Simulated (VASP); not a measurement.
# NbSnSe4 (Pm) in VASP: single point with PBE

Aim: the single point of NbSnSe4 with PBE.

All numbers are computed with VASP 6.6.1; they aren't measurements. Logs are shortened: lines on timing, memory, paths and dates and some standing lists are left out, and cuts for length are marked.

### 1 The cell of the first run

It takes space group Pm (No. 6, monoclinic). Conventional cell: a = 6.508 Å, b = 3.737 Å, c = 7.138 Å, α = 90.00°, β = 108.25°, γ = 90.00°. Nb (site symmetry m) has 6 Se at 2.58 to 2.64 Å within 3.4 Å. Within 3.7 Å of Sn (site symmetry m) lie 6 Se at 2.82 to 2.93 Å. Se (site symmetry m) has 2 Nb at 2.64 Å and 1 Sn at 2.92 Å and 3 Se at 3.29 to 3.41 Å within 3.5 Å. Se (site symmetry m) has 1 Nb at 2.58 Å and 2 Sn at 2.82 Å and 1 Se at 3.39 Å within 3.4 Å. Se (site symmetry m) has 2 Nb at 2.64 Å and 1 Sn at 2.93 Å and 3 Se at 3.29 to 3.38 Å within 3.5 Å. Se (site symmetry m) has 1 Nb at 2.59 Å and 2 Sn at 2.82 Å and 3 Se at 3.38 to 3.39 Å within 3.4 Å.

### 2 Single point, PBE

INCAR reads:

```
SYSTEM = NbSnSe4
ALGO = Normal
EDIFF = 1E-6
ENCUT = 500
GGA = PE
GGA_COMPAT = .FALSE.
ISIF = 2
ISMEAR = 0
LASPH = .TRUE.
LCHARG = .FALSE.
LREAL = .FALSE.
LWAVE = .FALSE.
NBANDS = 34
NELM = 120
PREC = Accurate
SIGMA = 0.15
```

KPOINTS reads:

```
k-points
0
G
  2 3 2
  0 0 0
```

POSCAR reads:

```
NbSnSe4
1.0
    6.5077779278      0.0000000000     -0.0218177016
    0.0000000000      3.7370983680      0.0000000000
   -2.2128057032      0.0000000000      6.7860683692
Nb Sn Se
1 1 4
Direct
    0.6684382683      0.5000000000      0.4982612461
    0.1621812317      0.0000000000      0.5017056809
    0.4475391383      0.0000000000      0.2566074524
    0.8829867382      0.5000000000      0.2502228223
    0.6184326504      0.0000000000      0.7424123482
    0.0538209231      0.5000000000      0.7509904402
```

Potentials or basis: VASP PAW PBE potentials, release 64 (Nb_sv, Sn_d, Se).

Run with:

```bash
cat potpaw_PBE.64/Nb_sv/POTCAR potpaw_PBE.64/Sn_d/POTCAR potpaw_PBE.64/Se/POTCAR > POTCAR
mpirun -np 1 vasp_std > vasp.out
```

OUTCAR:

```text
SYSTEM = NbSnSe4
   EDIFF = 1E-6
   ENCUT = 500
   GGA = PE
   ISIF = 2
   ISMEAR = 0
   LASPH = .TRUE.
   LREAL = .FALSE.
   NELM = 120
   PREC = Accurate

 ion  position               nearest neighbor table
   1  0.668  0.500  0.498-   4 2.58   6 2.59   3 2.64   3 2.64   5 2.64   5 2.64
   2  0.162  0.000  0.502-   6 2.82   6 2.82   4 2.82   4 2.82   3 2.92   5 2.93
   3  0.448  0.000  0.257-   1 2.64   1 2.64   2 2.92
   4  0.883  0.500  0.250-   1 2.58   2 2.82   2 2.82
   5  0.618  0.000  0.742-   1 2.64   1 2.64   2 2.93
   6  0.054  0.500  0.751-   1 2.59   2 2.82   2 2.82

  LATTYP: Found a simple monoclinic cell.
 ALAT       =     6.5078145002
 B/A-ratio  =     0.5742478320
 C/A-ratio  =     1.0967941761
 COS(beta)  =    -0.3132008178

  Lattice vectors:

 A1 = (   6.5077779278,   0.0000000000,  -0.0218177016)
 A2 = (   0.0000000000,   3.7370983680,   0.0000000000)
 A3 = (  -2.2128057032,   0.0000000000,   6.7860683692)

Analysis of symmetry for initial positions (statically):
=====================================================================
 Subroutine PRICEL returns:
 Original cell was already a primitive cell.

 Routine SETGRP: Setting up the symmetry group for a
 simple monoclinic supercell.

 Subroutine GETGRP returns: Found  2 space group operations
 (whereof  2 operations were pure point group operations)
 out of a pool of  4 trial point group operations.

The static configuration has the point symmetry C_1h.

Analysis of symmetry for dynamics (positions and initial velocities):
=====================================================================
 Subroutine PRICEL returns:
 Original cell was already a primitive cell.

 Routine SETGRP: Setting up the symmetry group for a
 simple monoclinic supercell.

 Subroutine GETGRP returns: Found  2 space group operations
 (whereof  2 operations were pure point group operations)
 out of a pool of  4 trial point group operations.

The dynamic configuration has the point symmetry C_1h.

 Subroutine INISYM returns: Found  2 space group operations
 (whereof  2 operations are pure point group operations),
 and found     1 'primitive' translations

----------------------------------------------------------------------------------------

                                     Primitive cell

  volume of cell :     164.8582

  direct lattice vectors                    reciprocal lattice vectors
     6.507777928  0.000000000 -0.021817702     0.153830449  0.000000000  0.050161135
     0.000000000  3.737098368  0.000000000     0.000000000  0.267587283  0.000000000
    -2.212805703  0.000000000  6.786068369     0.000494576  0.000000000  0.147522003

  length of vectors
     6.507814500  3.737098368  7.137733043     0.161802183  0.267587283  0.147522832

  position of ions in fractional coordinates (direct lattice)
     0.668438268  0.500000000  0.498261246
     0.162181232  0.000000000  0.501705681
     0.447539138  0.000000000  0.256607452
     0.882986738  0.500000000  0.250222822
     0.618432650  0.000000000  0.742412348
     0.053820923  0.500000000  0.750990440

  ion indices of the primitive-cell ions
   primitive index   ion index
                 1           1
                 2           2
                 3           3
                 4           4
                 5           5
                 6           6

----------------------------------------------------------------------------------------

 KPOINTS: k-points

Automatic generation of k-mesh.
 Grid dimensions read from file:
 generate k-points for:    2    3    2

 Generating k-lattice:

  Cartesian coordinates                     Fractional coordinates (reciprocal lattice)
     0.076915225  0.000000000  0.025080568     0.500000000  0.000000000  0.000000000
     0.000000000  0.089195761  0.000000000     0.000000000  0.333333333  0.000000000
     0.000247288  0.000000000  0.073761002    -0.000000000  0.000000000  0.500000000

  Length of vectors
     0.080901092  0.089195761  0.073761416

  Shift w.r.t. Gamma in fractional coordinates (k-lattice)
     0.000000000  0.000000000  0.000000000

 Subroutine IBZKPT returns following result:
 ===========================================

 Found      8 irreducible k-points:

 Following reciprocal coordinates:
            Coordinates               Weight
  0.000000  0.000000  0.000000      1.000000
  0.500000  0.000000  0.000000      1.000000
  0.000000  0.333333  0.000000      2.000000
  0.500000  0.333333  0.000000      2.000000
  0.000000  0.000000  0.500000      1.000000
  0.500000  0.000000  0.500000      1.000000
  0.000000  0.333333  0.500000      2.000000
  0.500000  0.333333  0.500000      2.000000
   k-points           NKPTS =      8   k-points in BZ     NKDIM =      8   number of bands    NBANDS=     34
   number of dos      NEDOS =    301   number of ions     NIONS =      6
   total plane-waves  NPLWV =  72576
   dimension x,y,z NGX =    48 NGY =   28 NGZ =   54
   dimension x,y,z NGXF=    96 NGYF=   56 NGZF=  108
   ions per type =               1   1   4
   NGX,Y,Z   is equivalent  to a cutoff of  12.26, 12.46, 12.58 a.u.
   NGXF,Y,Z  is equivalent  to a cutoff of  24.52, 24.91, 25.15 a.u.
 SYSTEM =  NbSnSe4
   PREC   = accura    normal or accurate (medium, high low for compatibility)
   ISTART =      0    job   : 0-new  1-cont  2-samecut
   ICHARG =      2    charge: 1-file 2-atom 10-const
   ISPIN  =      1    spin polarized calculation?
   LNONCOLLINEAR =      F non collinear calculations
   LSORBIT =      F    spin-orbit coupling
   LASPH  =      T    aspherical Exc in radial PAW
   ENCUT  =  500.0 eV  36.75 Ry    6.06 a.u.  11.87  6.81 13.01*2*pi/ulx,y,z
   NELM   =    120;   NELMIN=  2; NELMDL= -5     # of ELM steps
   EDIFF  = 0.1E-05   stopping-criterion for ELM
   LREAL  =      F    real-space projection
   EDIFFG = 0.1E-04   stopping-criterion for IOM
   NSW    =      0    number of steps for IOM
   IBRION =     -1    ionic relax: 0-MD 1-quasi-New 2-CG
   NFREE  =      0    steps in history (QN), initial steepest desc. (CG)
   ISIF   =      2    stress and relaxation
   ISYM   =      2    0-nonsym 1-usesym 2-fastsym
   POTIM  = 0.5000    time-step for ionic-motion
   TEBEG  =    0.0;   TEEND  =   0.0 temperature during run
   PSTRESS=    0.0 pullay stress
   NELECT =      51.0000    total number of electrons
   NUPDOWN=      -1.0000    fix difference up-down
   EMIN   =  10.00;   EMAX   =-10.00  energy-range for DOS
   EFERMI =   0.00;   METHOD = LEGACY
   ISMEAR =     0;   SIGMA  =   0.15  broadening in eV -4-tet -1-fermi 0-gaus
   EFERMI_NEDOS =   21; number of points for ismear=-14 and -15
   IALGO  =     38    algorithm
   IMIX   =      4    mixing-type and parameters
     AMIX     =   0.40;   BMIX     =  1.00
     AMIX_MAG =   1.60;   BMIX_MAG =  1.00
  volume/ion in A,a.u.               =      27.48       185.42
  Fermi-wavevector in a.u.,A,eV,Ry     =   1.107205  2.092314 16.679424  1.225903
  Thomas-Fermi vector in A             =   2.243716
   LORBIT       =      0    0 simple, 1 ext, 2 COOP (PROOUT), +10 PAW based schemes
   GGA     = PE    functional components
   LHFCALC =     F    Hartree Fock is set to
   AEXX    =    0.0000 exact exchange contribution
   IVDW    =     0    specifies the selected vdW correction
   LEPSILON=     F    determine dielectric tensor
   LRPA    =     F    only Hartree local field effects (RPA)
 non-spin polarized calculation
 Gauss-broadening in eV      SIGMA  =   0.15
  energy-cutoff  :      500.00
  volume of cell :      164.86
 maximum number of plane-waves:      4212
 NGX is ok and might be reduce to    48
   NGX = 23   NGY = 13   NGZ = 27

 number of electron      51.0000004 magnetization

 Free energy of the ion-electron system (eV)
  ---------------------------------------------------
  ext. energy  EPLUGINS =         0.00000000
  ---------------------------------------------------
  free energy    TOTEN  =       -30.56319759 eV

  energy without entropy =      -30.51467985  energy(sigma->0) =      -30.53893872

 E-fermi :   3.8276     XC(G=0):  -9.1101

 val. band max:        3.7193768136   @ k =   0.0000   0.0000   0.0000
 cond. band min:       3.8472523335   @ k =   0.0000   0.0000   0.5000
 fundamental gap:      0.1278755199
 Fermi energy:         3.8276169637

 k-point     1 :       0.0000    0.0000    0.0000
  band No.  band energies     occupation
      1     -51.8510      2.00000
      2     -27.9265      2.00000
      3     -27.8995      2.00000
      4     -27.8396      2.00000
      5     -17.6967      2.00000
      6     -17.6655      2.00000
[... 26 lines left out ...]
     33       7.7923      0.00000
     34       8.3410      0.00000

 k-point     2 :       0.5000    0.0000    0.0000
  band No.  band energies     occupation
      1     -51.8510      2.00000
      2     -27.9266      2.00000
      3     -27.8995      2.00000
      4     -27.8396      2.00000
      5     -17.6965      2.00000
      6     -17.6654      2.00000
[... 26 lines left out ...]
     33       8.6890      0.00000
     34       8.7633      0.00000

 k-point     3 :       0.0000    0.3333    0.0000
  band No.  band energies     occupation
      1     -51.8482      2.00000
      2     -27.9206      2.00000
      3     -27.9017      2.00000
      4     -27.8889      2.00000
      5     -17.6852      2.00000
      6     -17.6652      2.00000
[... 26 lines left out ...]
     33       8.2437      0.00000
     34       8.8593      0.00000

 k-point     4 :       0.5000    0.3333    0.0000
  band No.  band energies     occupation
      1     -51.8482      2.00000
      2     -27.9207      2.00000
      3     -27.9017      2.00000
      4     -27.8889      2.00000
      5     -17.6858      2.00000
      6     -17.6651      2.00000
[... 26 lines left out ...]
     33       7.9564      0.00000
     34       8.2498      0.00000

 k-point     5 :       0.0000    0.0000    0.5000
  band No.  band energies     occupation
      1     -51.8510      2.00000
      2     -27.9265      2.00000
      3     -27.8995      2.00000
      4     -27.8396      2.00000
      5     -17.6967      2.00000
      6     -17.6655      2.00000
[... 26 lines left out ...]
     33       7.5772      0.00000
     34       8.4014      0.00000

 k-point     6 :       0.5000    0.0000    0.5000
  band No.  band energies     occupation
      1     -51.8510      2.00000
      2     -27.9266      2.00000
      3     -27.8995      2.00000
      4     -27.8396      2.00000
      5     -17.6965      2.00000
      6     -17.6654      2.00000
[... 26 lines left out ...]
     33       8.7029      0.00000
     34       8.8289      0.00000

 k-point     7 :       0.0000    0.3333    0.5000
  band No.  band energies     occupation
      1     -51.8482      2.00000
      2     -27.9206      2.00000
      3     -27.9017      2.00000
      4     -27.8889      2.00000
      5     -17.6852      2.00000
      6     -17.6652      2.00000
[... 26 lines left out ...]
     33       8.2051      0.00000
     34       8.9715      0.00000

 k-point     8 :       0.5000    0.3333    0.5000
  band No.  band energies     occupation
      1     -51.8482      2.00000
      2     -27.9207      2.00000
      3     -27.9017      2.00000
      4     -27.8889      2.00000
      5     -17.6858      2.00000
      6     -17.6651      2.00000
[... 26 lines left out ...]
     33       7.9359      0.00000
     34       8.4180      0.00000

------------------------ aborting loop because EDIFF is reached ----------------------------------------

  FORCE on cell =-STRESS in cart. coord.  units (eV):
  Direction    XX          YY          ZZ          XY          YZ          ZX
  --------------------------------------------------------------------------------------
  -------------------------------------------------------------------------------------
  Total        0.2007844      0.0961200      0.3257639      0.0000000      0.0000000      0.0401871
  in kB        1.9513275      0.9341442      3.1659430      0.0000000      0.0000000      0.3905592
  external PRESSURE =       2.0171382 kB  Pullay stress =       0.0000000 kB

 VOLUME and BASIS-vectors are now :
 -----------------------------------------------------------------------------
  energy-cutoff  :      500.00
  volume of cell :      164.86
      direct lattice vectors                 reciprocal lattice vectors
     6.507777928  0.000000000 -0.021817702     0.153830449  0.000000000  0.050161135
     0.000000000  3.737098368  0.000000000     0.000000000  0.267587283  0.000000000
    -2.212805703  0.000000000  6.786068369     0.000494576  0.000000000  0.147522003

 POSITION                                       TOTAL-FORCE (eV/Angst)
 -----------------------------------------------------------------------------------
      3.24749      1.86855      3.36665         0.069651      0.000000     -0.077309
     -0.05474      0.00000      3.40107        -0.064887      0.000000      0.031938
      2.34466      0.00000      1.73159        -0.017789      0.000000     -0.034021
      5.19259      1.86855      1.67876        -0.032499      0.000000     -0.027775
      2.38181      0.00000      5.02457         0.036793      0.000000      0.056451
     -1.31154      1.86855      5.09510         0.008731      0.000000      0.050717
 -----------------------------------------------------------------------------------
    total drift:                                0.000505      0.000000      0.000058

  FREE ENERGIE OF THE ION-ELECTRON SYSTEM (eV)
  ---------------------------------------------------
  free  energy   TOTEN  =       -30.5631975899 eV

  energy  without entropy=      -30.5146798458  energy(sigma->0) =      -30.53893872
```

Run time: 52 s. Hardware: 1 thread of Intel Xeon 6975P-C, shared host; peak memory 0.26 GiB.

Results:

```
Free energy   : -30.5632 eV
Pressure      : 0.2 GPa
Largest force : 0.104 eV/Å
```

Forces in eV/Å, atoms in the order of the input:
```
Nb   0.070  0.000 -0.077
Sn  -0.065  0.000  0.032
Se  -0.018  0.000 -0.034
Se  -0.032  0.000 -0.028
Se   0.037  0.000  0.056
Se   0.009  0.000  0.051
```

Levels at points of the mesh, in eV from the Fermi level:
| k point | band 21 | band 22 | band 23 | band 24 | band 25 | band 26 | band 27 | band 28 | band 29 | band 30 |
| --- | --- | --- | --- | --- | --- | --- | --- | --- | --- | --- |
| (0.00, 0.00, 0.00) | -1.81 | -1.72 | -0.93 | -0.50 | -0.13 | -0.11 | 0.72 | 1.99 | 2.05 | 2.46 |
| (0.50, 0.00, 0.00) | -2.15 | -1.40 | -1.32 | -0.61 | -0.20 | 0.39 | 1.39 | 1.61 | 1.80 | 2.53 |
| (0.00, 0.00, 0.50) | -1.82 | -1.71 | -1.33 | -0.99 | -0.11 | 0.02 | 1.13 | 1.93 | 1.94 | 2.76 |
| (0.50, 0.00, 0.50) | -2.05 | -1.73 | -1.34 | -1.08 | -0.24 | 0.58 | 1.24 | 1.72 | 1.82 | 2.34 |

Caveat: the k points lie up to 0.56 Å⁻¹ apart; spin-orbit coupling is left out, which moves the levels of the heavy elements; this functional lacks dispersion, which binds the layers, so the pressure and a relaxed spacing across them are unreliable.
